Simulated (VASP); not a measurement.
# KBr (Immm) in VASP: notebook

Runs on KBr. Level: r2SCAN. Tasks: single point.

Program: VASP 6.6.1. These are calculated values, not measurements. Logs are shortened: lines on timing, memory, paths and dates and some standing lists are left out, and cuts for length are marked.

## Step 1: The cell of the first run

The structure is orthorhombic, space group Immm (No. 71). The conventional cell has a = 4.423 Å, b = 4.889 Å, c = 6.585 Å, α = 90.00°, β = 90.00°, γ = 90.00°. K (site symmetry mmm) has 6 Br at 3.29 to 3.30 Å within 4.3 Å. Within 4.3 Å of Br (site symmetry mmm) lie 6 K at 3.29 to 3.30 Å.

## Step 2: Single point, r2SCAN (strain -0.1000 x Voigt [0, 0, 0, 1, 0, 0])

Input file POSCAR:

```
KBr
1.0
    0.0000000000      3.1278750000      3.1278750000
    3.2925000000     -0.1646250000      3.2925000000
    3.2925000000      3.2925000000     -0.1646250000
K Br
1 1
Direct
    0.0000000000      0.0000000000      0.0000000000
    0.5000000000      0.5000000000      0.5000000000
```

Input file INCAR.step1:

```
SYSTEM = KBr
PREC = Accurate
ENCUT = 520
ISMEAR = 0
SIGMA = 0.05
LREAL = .False.
LASPH = .True.
NELM = 60
NBANDS = 15
GGA = PE
ALGO = Normal
EDIFF = 1E-4
LWAVE = .True.
LCHARG = .False.
```

Input file INCAR.step2:

```
SYSTEM = KBr
PREC = Accurate
ENCUT = 520
EDIFF = 1E-7
ISMEAR = 0
SIGMA = 0.05
LREAL = .False.
LASPH = .True.
NELM = 60
ALGO = Normal
ISIF = 2
LWAVE = .False.
LCHARG = .True.
METAGGA = R2SCAN
LMIXTAU = .True.
LELF = .True.
LVHAR = .True.
NBANDS = 15
ISTART = 1
```

Input file KPOINTS:

```
Automatic mesh
0
Gamma
  6 6 6
  0 0 0
```

Potentials or basis: VASP PAW PBE potentials, release 64 (K_sv, Br).

The run is started by

```
cat potpaw_PBE.64/K_sv/POTCAR potpaw_PBE.64/Br/POTCAR > POTCAR
cp INCAR.step1 INCAR
mpirun -np 1 vasp_std > vasp.out
cp INCAR.step2 INCAR
mpirun -np 1 vasp_std > vasp.out
```

OUTCAR:

```text
SYSTEM = KBr
   PREC = Accurate
   ENCUT = 520
   EDIFF = 1E-7
   ISMEAR = 0
   LREAL = .False.
   LASPH = .True.
   NELM = 60
   ISIF = 2
   METAGGA = R2SCAN
   ISTART = 1

 ion  position               nearest neighbor table
   1  0.000  0.000  0.000-   2 3.29   2 3.29   2 3.30   2 3.30   2 3.30   2 3.30
   2  0.500  0.500  0.500-   1 3.29   1 3.29   1 3.30   1 3.30   1 3.30   1 3.30

  LATTYP: Found a body centered orthorhombic cell.
 ALAT       =     4.4234832464
 B/A-ratio  =     1.1052631579
 C/A-ratio  =     1.4886458551

  Lattice vectors:

 A1 = (  -3.2925000000,   0.1646250000,  -3.2925000000)
 A2 = (  -3.2925000000,  -0.1646250000,   3.2925000000)
 A3 = (   3.2925000000,   3.2925000000,  -0.1646250000)

Analysis of symmetry for initial positions (statically):
=====================================================================
 Subroutine PRICEL returns:
 Original cell was already a primitive cell.

 Routine SETGRP: Setting up the symmetry group for a
 body centered orthorhombic supercell.

 Subroutine GETGRP returns: Found  8 space group operations
 (whereof  8 operations were pure point group operations)
 out of a pool of  8 trial point group operations.

The static configuration has the point symmetry D_2h.

Analysis of symmetry for dynamics (positions and initial velocities):
=====================================================================
 Subroutine PRICEL returns:
 Original cell was already a primitive cell.

 Routine SETGRP: Setting up the symmetry group for a
 body centered orthorhombic supercell.

 Subroutine GETGRP returns: Found  8 space group operations
 (whereof  8 operations were pure point group operations)
 out of a pool of  8 trial point group operations.

The dynamic configuration has the point symmetry D_2h.

 Subroutine INISYM returns: Found  8 space group operations
 (whereof  8 operations are pure point group operations),
 and found     1 'primitive' translations

----------------------------------------------------------------------------------------

                                     Primitive cell

  volume of cell :      71.2066

  direct lattice vectors                    reciprocal lattice vectors
     0.000000000  3.127875000  3.127875000    -0.151860289  0.159852935  0.159852935
     3.292500000 -0.164625000  3.292500000     0.151860289 -0.144628846  0.144628846
     3.292500000  3.292500000 -0.164625000     0.151860289  0.144628846 -0.144628846

  length of vectors
     4.423483246  4.659207432  4.659207432     0.272337051  0.254748020  0.254748020

  position of ions in fractional coordinates (direct lattice)
     0.000000000  0.000000000  0.000000000
     0.500000000  0.500000000  0.500000000

  ion indices of the primitive-cell ions
   primitive index   ion index
                 1           1
                 2           2

----------------------------------------------------------------------------------------

 KPOINTS: Automatic mesh

Automatic generation of k-mesh.
 Grid dimensions read from file:
 generate k-points for:    6    6    6

 Generating k-lattice:

  Cartesian coordinates                     Fractional coordinates (reciprocal lattice)
    -0.025310048  0.026642156  0.026642156     0.166666667  0.000000000  0.000000000
     0.025310048 -0.024104808  0.024104808     0.000000000  0.166666667  0.000000000
     0.025310048  0.024104808 -0.024104808     0.000000000  0.000000000  0.166666667

  Length of vectors
     0.045389508  0.042458003  0.042458003

  Shift w.r.t. Gamma in fractional coordinates (k-lattice)
     0.000000000  0.000000000  0.000000000

 Subroutine IBZKPT returns following result:
 ===========================================

 Found     46 irreducible k-points:

 Following reciprocal coordinates:
            Coordinates               Weight
  0.000000  0.000000  0.000000      1.000000
  0.166667 -0.000000 -0.000000      4.000000
  0.333333  0.000000  0.000000      4.000000
  0.500000  0.000000  0.000000      2.000000
  0.000000  0.166667 -0.000000      4.000000
  0.166667  0.166667 -0.000000      4.000000
[... 16 lines left out ...]
  0.500000  0.166667  0.166667      4.000000
 -0.333333  0.166667  0.166667      4.000000
 [... further k-points ...]
   k-points           NKPTS =     46   k-points in BZ     NKDIM =     46   number of bands    NBANDS=     15
   number of dos      NEDOS =    301   number of ions     NIONS =      2
   total plane-waves  NPLWV =  46656
   dimension x,y,z NGX =    36 NGY =   36 NGZ =   36
   dimension x,y,z NGXF=    72 NGYF=   72 NGZF=   72
   ions per type =               1   1
   NGX,Y,Z   is equivalent  to a cutoff of  13.53, 12.85, 12.85 a.u.
   NGXF,Y,Z  is equivalent  to a cutoff of  27.06, 25.69, 25.69 a.u.
 SYSTEM =  KBr
   PREC   = accura    normal or accurate (medium, high low for compatibility)
   ISTART =      1    job   : 0-new  1-cont  2-samecut
   ICHARG =      0    charge: 1-file 2-atom 10-const
[... 35 lines left out ...]
   LEPSILON=     F    determine dielectric tensor
   LRPA    =     F    only Hartree local field effects (RPA)
 non-spin polarized calculation
 Gauss-broadening in eV      SIGMA  =   0.05
  energy-cutoff  :      520.00
  volume of cell :       71.21
 maximum number of plane-waves:      1945
 NGX is ok and might be reduce to    36
   NGX = 17   NGY = 17   NGZ = 17

 number of electron      16.0000001 magnetization

 Free energy of the ion-electron system (eV)
  ---------------------------------------------------
  ext. energy  EPLUGINS =         0.00000000
  ---------------------------------------------------
  free energy    TOTEN  =       -23.23610766 eV

  energy without entropy =      -23.23610766  energy(sigma->0) =      -23.23610766

 E-fermi :  -1.7624     XC(G=0):  -7.7913

 val. band max:       -1.9645122421   @ k =   0.0000   0.0000   0.0000
 cond. band min:       2.9765472103   @ k =   0.0000   0.0000   0.0000
 fundamental gap:      4.9410594524
 Fermi energy:        -1.7623679603

 k-point     1 :       0.0000    0.0000    0.0000
  band No.  band energies     occupation
      1     -30.9946      2.00000
      2     -14.8368      2.00000
      3     -13.7055      2.00000
      4     -13.6996      2.00000
      5     -13.6935      2.00000
      6      -2.1962      2.00000
      7      -2.1082      2.00000
      8      -1.9645      2.00000
      9       2.9765      0.00000
     10       5.7277      0.00000
     11       6.1550      0.00000
     12       6.5676      0.00000
     13       7.1239      0.00000
     14       7.1792      0.00000
     15       9.9933      0.00000

 k-point     2 :       0.1667   -0.0000   -0.0000
  band No.  band energies     occupation
      1     -30.9928      2.00000
      2     -14.8781      2.00000
      3     -13.7059      2.00000
      4     -13.6938      2.00000
      5     -13.6410      2.00000
      6      -2.4020      2.00000
      7      -2.2936      2.00000
      8      -2.1588      2.00000
      9       3.6550      0.00000
     10       6.0959      0.00000
     11       6.1122      0.00000
     12       6.6590      0.00000
     13       7.5078      0.00000
     14       7.5341      0.00000
     15      11.1740      0.00000

 k-point     3 :       0.3333    0.0000    0.0000
  band No.  band energies     occupation
      1     -30.9892      2.00000
      2     -14.9503      2.00000
      3     -13.7131      2.00000
      4     -13.6945      2.00000
      5     -13.5269      2.00000
      6      -3.0105      2.00000
      7      -2.4771      2.00000
      8      -2.3555      2.00000
      9       4.7096      0.00000
     10       6.3412      0.00000
     11       7.0757      0.00000
     12       7.6219      0.00000
     13       8.3172      0.00000
     14       8.5590      0.00000
     15      10.4158      0.00000
[... 343 lines left out ...]
 k-point    23 :       0.5000    0.1667    0.1667
  band No.  band energies     occupation
      1     -30.9875      2.00000
      2     -14.9271      2.00000
      3     -13.7295      2.00000
      4     -13.6950      2.00000
      5     -13.5442      2.00000
      6      -3.1060      2.00000
      7      -2.5548      2.00000
      8      -2.4622      2.00000
      9       5.2773      0.00000
     10       6.1948      0.00000
     11       7.4568      0.00000
     12       7.7663      0.00000
     13       8.8106      0.00000
     14       9.0811      0.00000
     15      10.1370      0.00000

 k-point    24 :      -0.3333    0.1667    0.1667
  band No.  band energies     occupation
      1     -30.9874      2.00000
      2     -14.9290      2.00000
      3     -13.7297      2.00000
      4     -13.7049      2.00000
      5     -13.5355      2.00000
      6      -3.0936      2.00000
      7      -2.5566      2.00000
      8      -2.5194      2.00000
      9       5.1848      0.00000
     10       6.5455      0.00000
     11       8.1585      0.00000
     12       8.4209      0.00000
     13       8.4313      0.00000
     14       8.5282      0.00000
     15       9.7875      0.00000

 [... further k-points ...]

------------------------ aborting loop because EDIFF is reached ----------------------------------------

  FORCE on cell =-STRESS in cart. coord.  units (eV):
  Direction    XX          YY          ZZ          XY          YZ          ZX
  --------------------------------------------------------------------------------------
  -------------------------------------------------------------------------------------
  Total        0.0515744      0.0828549      0.0828549      0.0000000      0.2397434      0.0000000
  in kB        1.1604455      1.8642689      1.8642689      0.0000000      5.3943246      0.0000000
  external PRESSURE =       1.6296611 kB  Pullay stress =       0.0000000 kB

 VOLUME and BASIS-vectors are now :
 -----------------------------------------------------------------------------
  energy-cutoff  :      520.00
  volume of cell :       71.21
      direct lattice vectors                 reciprocal lattice vectors
     0.000000000  3.127875000  3.127875000    -0.151860289  0.159852935  0.159852935
     3.292500000 -0.164625000  3.292500000     0.151860289 -0.144628846  0.144628846
     3.292500000  3.292500000 -0.164625000     0.151860289  0.144628846 -0.144628846

 POSITION                                       TOTAL-FORCE (eV/Angst)
 -----------------------------------------------------------------------------------
      0.00000      0.00000      0.00000         0.000000      0.000000     -0.000000
      3.29250      3.12787      3.12787        -0.000000     -0.000000      0.000000
 -----------------------------------------------------------------------------------
    total drift:                                0.000000      0.000000      0.000000

  FREE ENERGIE OF THE ION-ELECTRON SYSTEM (eV)
  ---------------------------------------------------
  free  energy   TOTEN  =       -23.2361076592 eV

  energy  without entropy=      -23.2361076591  energy(sigma->0) =      -23.23610766
```

Run time: 4.5 min. Hardware: 1 thread of AMD EPYC 7R13 (Zen 3), shared host; peak memory 0.21 GiB.

What came out:

```
Free energy            : -23.2361 eV
Pressure               : 0.2 GPa
Band gap on the k mesh : 4.94 eV, direct
```

Stress tensor (GPa, compression positive):
```
0.12 0.00 0.00
0.00 0.19 0.54
0.00 0.54 0.19
```

Caveat: the cell differs from its parent crystal (strain -0.1000 x Voigt [0, 0, 0, 1, 0, 0]); the PAW data sets were made with another functional, which shifts forces and pressure a little.

## Step 3: Single point, r2SCAN (strain +0.0750 x Voigt [0, 0, 0, 1, 0, 0])

Input file POSCAR:

```
KBr
1.0
    0.0000000000      3.4159687500      3.4159687500
    3.2925000000      0.1234687500      3.2925000000
    3.2925000000      3.2925000000      0.1234687500
K Br
1 1
Direct
    0.0000000000      0.0000000000      0.0000000000
    0.5000000000      0.5000000000      0.5000000000
```

Input file INCAR.step1:

```
SYSTEM = KBr
PREC = Accurate
ENCUT = 520
ISMEAR = 0
SIGMA = 0.05
LREAL = .FALSE.
LASPH = .TRUE.
NELM = 100
NBANDS = 15
GGA = PE
ALGO = Normal
EDIFF = 1E-4
LWAVE = .TRUE.
LCHARG = .FALSE.
```

Input file INCAR.step2:

```
SYSTEM = KBr
PREC = Accurate
ENCUT = 520
EDIFF = 1E-6
ISMEAR = 0
SIGMA = 0.05
LREAL = .FALSE.
LASPH = .TRUE.
NELM = 100
ALGO = Normal
ISIF = 2
LWAVE = .FALSE.
LCHARG = .FALSE.
METAGGA = R2SCAN
LMIXTAU = .TRUE.
NBANDS = 15
ISTART = 1
```

Input file KPOINTS:

```
regular mesh
0
G
  6 6 6
  0 0 0
```

Potentials or basis: VASP PAW PBE potentials, release 64 (K_sv, Br).

The run is started by

```
cat potpaw_PBE.64/K_sv/POTCAR potpaw_PBE.64/Br/POTCAR > POTCAR
cp INCAR.step1 INCAR
mpirun -np 1 vasp_std > vasp.out
cp INCAR.step2 INCAR
mpirun -np 1 vasp_std > vasp.out
```

Wall time 5.5 min (1 thread of AMD EPYC 7R13 (Zen 3), shared host); peak memory 0.2 GiB.

It converged, with:

| Quantity | Value |
| --- | --- |
| Free energy | -23.2414 eV |
| Pressure | 0.2 GPa |
| Band gap on the k mesh | 4.99 eV, direct |

Stress tensor (GPa, compression positive):
```
 0.14  0.00  0.00
 0.00  0.18 -0.40
 0.00 -0.40  0.18
```

Levels at points of the mesh, in eV from the valence-band top:
| k point | band 5 | band 6 | band 7 | band 8 | band 9 | band 10 | band 11 | band 12 |
| --- | --- | --- | --- | --- | --- | --- | --- | --- |
| (0.00, 0.00, 0.00) | -11.68 | -0.17 | -0.10 | 0.00 | 4.99 | 7.83 | 8.15 | 8.46 |
| (0.50, 0.00, 0.00) | -11.41 | -1.29 | -0.43 | -0.30 | 7.08 | 8.63 | 10.20 | 10.57 |
| (0.00, 0.50, 0.00) | -11.45 | -1.27 | -0.53 | -0.44 | 7.03 | 8.88 | 10.34 | 10.42 |
| (0.50, 0.50, 0.00) | -11.72 | -0.93 | -0.39 | -0.38 | 6.25 | 7.93 | 10.06 | 10.07 |
| (0.00, 0.50, 0.50) | -11.72 | -0.93 | -0.50 | -0.26 | 6.24 | 7.98 | 10.08 | 10.15 |

Caveat: the cell differs from its parent crystal (strain +0.0750 x Voigt [0, 0, 0, 1, 0, 0]); the PAW data sets were made with another functional, which shifts forces and pressure a little.

## Step 4: Single point, r2SCAN (strain +0.0875 x Voigt [0, 0, 0, 1, 0, 0])

Input file POSCAR:

```
KBr
1.0
    0.0000000000      3.4365468750      3.4365468750
    3.2925000000      0.1440468750      3.2925000000
    3.2925000000      3.2925000000      0.1440468750
K Br
1 1
Direct
    0.0000000000      0.0000000000      0.0000000000
    0.5000000000      0.5000000000      0.5000000000
```

Input file INCAR.step1:

```
SYSTEM = KBr
ALGO = Normal ; EDIFF = 1E-4
ENCUT = 520 ; GGA = PE
ISMEAR = 0 ; LASPH = .True.
LCHARG = .False. ; LREAL = .False.
LWAVE = .True. ; NBANDS = 15
NELM = 80 ; PREC = Accurate
SIGMA = 0.05
```

Input file INCAR.step2:

```
SYSTEM = KBr
ALGO = Normal ; EDIFF = 1E-6
ENCUT = 520 ; ISIF = 2
ISMEAR = 0 ; ISTART = 1
LASPH = .True. ; LCHARG = .True.
LELF = .True. ; LMIXTAU = .True.
LREAL = .False. ; LVHAR = .True.
LWAVE = .False. ; METAGGA = R2SCAN
NBANDS = 15 ; NELM = 80
PREC = Accurate ; SIGMA = 0.05
```

Input file KPOINTS:

```
k-points
0
Gamma
  6 6 6
  0 0 0
```

The run is started by

```
cat potpaw_PBE.64/K_sv/POTCAR potpaw_PBE.64/Br/POTCAR > POTCAR
cp INCAR.step1 INCAR
mpirun -np 1 vasp_std > vasp.out
cp INCAR.step2 INCAR
mpirun -np 1 vasp_std > vasp.out
```

It used 380 s of CPU time on 1 thread of AMD EPYC 7R13 Processor (Zen 3), on a shared host.

The run converged. Its results:

```
Free energy            : -23.2390 eV
Pressure               : 0.2 GPa
Band gap on the k mesh : 4.97 eV, direct
```

Stress tensor (GPa, compression positive):
```
 0.13  0.00  0.00
 0.00  0.18 -0.47
 0.00 -0.47  0.18
```

Levels at points of the mesh, in eV from the valence-band top:
| k point | band 6 | band 7 | band 8 | band 9 | band 10 | band 11 |
| --- | --- | --- | --- | --- | --- | --- |
| (0.00, 0.00, 0.00) | -0.20 | -0.12 | 0.00 | 4.97 | 7.76 | 8.14 |
| (0.50, 0.00, 0.00) | -1.32 | -0.45 | -0.29 | 7.06 | 8.58 | 10.15 |
| (0.00, 0.50, 0.00) | -1.29 | -0.57 | -0.46 | 7.01 | 8.86 | 10.30 |
| (0.50, 0.50, 0.00) | -0.96 | -0.41 | -0.40 | 6.23 | 7.90 | 10.03 |
| (0.00, 0.50, 0.50) | -0.95 | -0.53 | -0.25 | 6.22 | 7.97 | 10.06 |

Caveat: the cell differs from its parent crystal (strain +0.0875 x Voigt [0, 0, 0, 1, 0, 0]); the PAW data sets were made with another functional, which shifts forces and pressure a little.

## Step 5: Single point, r2SCAN (strain +0.0625 x Voigt [0, 0, 0, 1, 0, 0])

Input file POSCAR:

```
KBr
1.0
    0.0000000000      3.3953906250      3.3953906250
    3.2925000000      0.1028906250      3.2925000000
    3.2925000000      3.2925000000      0.1028906250
K Br
1 1
Direct
    0.0000000000      0.0000000000      0.0000000000
    0.5000000000      0.5000000000      0.5000000000
```

Input file INCAR.step1:

```
SYSTEM = KBr
ALGO = Normal
EDIFF = 1E-4
ENCUT = 520
GGA = PE
ISMEAR = 0
LASPH = .TRUE.
LCHARG = .FALSE.
LREAL = .FALSE.
LWAVE = .TRUE.
NBANDS = 15
NELM = 60
PREC = Accurate
SIGMA = 0.05
```

Input file INCAR.step2:

```
SYSTEM = KBr
ALGO = Normal
EDIFF = 1E-6
ENCUT = 520
ISIF = 2
ISMEAR = 0
ISTART = 1
LASPH = .TRUE.
LCHARG = .TRUE.
LELF = .TRUE.
LMIXTAU = .TRUE.
LREAL = .FALSE.
LVHAR = .TRUE.
LWAVE = .FALSE.
METAGGA = R2SCAN
NBANDS = 15
NELM = 60
PREC = Accurate
SIGMA = 0.05
```

Input file KPOINTS:

```
k-points
0
G
  6 6 6
  0 0 0
```

The run is started by

```
cat potpaw_PBE.64/K_sv/POTCAR potpaw_PBE.64/Br/POTCAR > POTCAR
cp INCAR.step1 INCAR
mpirun -np 1 vasp_std > vasp.out
cp INCAR.step2 INCAR
mpirun -np 1 vasp_std > vasp.out
```

It used 380 s of CPU time on 1 thread of AMD EPYC 7R13 Processor (Zen 3), with other jobs on the host.

It converged, with:

```
Free energy            : -23.2435 eV
Pressure               : 0.2 GPa
Band gap on the k mesh : 5.01 eV, direct
```

Stress tensor (GPa, compression positive):
```
 0.15  0.00  0.00
 0.00  0.18 -0.33
 0.00 -0.33  0.18
```

Levels at points of the mesh, in eV from the valence-band top:
| k point | band 4 | band 5 | band 6 | band 7 | band 8 | band 9 | band 10 | band 11 | band 12 | band 13 |
| --- | --- | --- | --- | --- | --- | --- | --- | --- | --- | --- |
| (0.00, 0.00, 0.00) | -11.66 | -11.66 | -0.14 | -0.08 | 0.00 | 5.01 | 7.90 | 8.16 | 8.42 | 9.14 |
| (0.50, 0.00, 0.00) | -11.66 | -11.39 | -1.27 | -0.41 | -0.31 | 7.09 | 8.69 | 10.26 | 10.57 | 10.70 |
| (0.00, 0.50, 0.00) | -11.66 | -11.43 | -1.25 | -0.50 | -0.42 | 7.05 | 8.89 | 10.38 | 10.48 | 10.72 |
| (0.50, 0.50, 0.00) | -11.70 | -11.70 | -0.91 | -0.37 | -0.37 | 6.27 | 7.96 | 10.08 | 10.10 | 10.46 |
| (0.00, 0.50, 0.50) | -11.70 | -11.70 | -0.91 | -0.46 | -0.26 | 6.26 | 7.99 | 10.10 | 10.16 | 10.50 |

Caveat: the cell differs from its parent crystal (strain +0.0625 x Voigt [0, 0, 0, 1, 0, 0]); the PAW data sets were made with another functional, which shifts forces and pressure a little.

## Step 6: Summary

| cell | gap on the mesh (eV) | pressure (GPa) |
| --- | --- | --- |
| a = 4.423, b = 4.659, c = 4.659 Å, angles 63.3, 61.7, 61.7°, 2 atoms | 4.94 | 0.2 |
| a = 4.831, b = 4.658, c = 4.658 Å, angles 57.5, 58.8, 58.8°, 2 atoms | 4.99 | 0.2 |
| a = 4.860, b = 4.659, c = 4.659 Å, angles 57.1, 58.6, 58.6°, 2 atoms | 4.97 | 0.2 |
| a = 4.802, b = 4.657, c = 4.657 Å, angles 57.9, 59.0, 59.0°, 2 atoms | 5.01 | 0.2 |

Alike in all rows: task single point; level r2SCAN; potentials or basis VASP PAW PBE potentials, release 64 (K_sv, Br); no spin polarisation; k mesh 6 × 6 × 6; cutoff (eV) 520; smearing gaussian 0.05 eV.

Caveats: the PAW data sets were made with another functional, which shifts forces and pressure a little.

Absolute energies hang on the potentials; compare differences alone.
